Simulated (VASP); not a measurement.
Runs of VASP 6.6.1 on Ti. The structure is that of space group Pm-3m (No. 221), or close to it. The cells are those of the table. 

```tsv
cell	gap on the mesh (eV)	pressure (GPa)
a = 2.557 Å, 1 atom	none	(b)
a = 2.669 Å, 1 atom	none	(a)
a = 2.704 Å, 1 atom	none	-2.9
a = 2.632 Å, 1 atom	none	3.0
a = 2.738 Å, 1 atom	none	-5.2
```

Alike in all rows: task single point; level revPBE; potentials or basis VASP PAW PBE potentials, release 64 (Ti_sv); no spin polarisation; k mesh 13 × 13 × 13; cutoff (eV) 520; smearing fermi-dirac 0.1 eV.

Estimate the missing entries.

(a) -0.2; (b) 11.5.

Caveats: the PAW data sets were made with another functional, which shifts forces and pressure a little.

A gap of «none» marks levels without a gap at the run's occupations.
